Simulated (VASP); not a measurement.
Write the native input for VASP 6.6.1 that does the following.

- Task: single point
- Functional: PBE
- Potentials or basis: VASP PAW PBE potentials, release 64 (Ag, Br)
- Cutoff: 500 eV
- k mesh: 5 × 5 × 5
- Occupations: fermi-dirac, width 0.1 eV
- Spin: no spin polarisation
- Hubbard terms: Ag d U = 3.0 eV
- Dipole correction: no
- Further INCAR settings: ALGO = Normal; EDIFF = 1e-06; NBANDS = 16

The structure of AgBr lies in POSCAR:

```
AgBr
1.0
    0.0000000000      2.8990140000      2.8990140000
    2.8990140000      0.0000000000      2.8990140000
    2.8990140000      2.8990140000      0.0000000000
Ag Br
1 1
Direct
    0.0000000000      0.0000000000      0.0000000000
    0.5000000000      0.5000000000      0.5000000000
```

The input as run:

INCAR

```
SYSTEM = AgBr
  PREC = Accurate
  ENCUT = 500
  EDIFF = 1E-6
  ISMEAR = -1
  SIGMA = 0.1
  LREAL = .False.
  LASPH = .True.
  NELM = 200
  ALGO = Normal
  ISIF = 2
  LWAVE = .False.
  LCHARG = .False.
  LMAXMIX = 4
  LDAU = .True.
  LDAUTYPE = 2
  LDAUL = 2 -1
  LDAUU = 3 0
  LDAUJ = 0 0
  LDAUPRINT = 1
  GGA = PE
  NBANDS = 16
  GGA_COMPAT = .False.
```

KPOINTS

```
Automatic mesh
0
Gamma
  5 5 5
  0 0 0
```

Potentials or basis: VASP PAW PBE potentials, release 64 (Ag, Br).

Launch:

```bash
$ cat potpaw_PBE.64/Ag/POTCAR potpaw_PBE.64/Br/POTCAR > POTCAR
$ mpirun -np 1 vasp_std > vasp.out
```

Results of the run:

- Pressure: 0.9 GPa
- Band gap on the k mesh: 1.31 eV, indirect (least direct gap 2.59 eV)

It used 16 s of CPU time on 1 thread of Intel Xeon 8259CL, on a shared host.
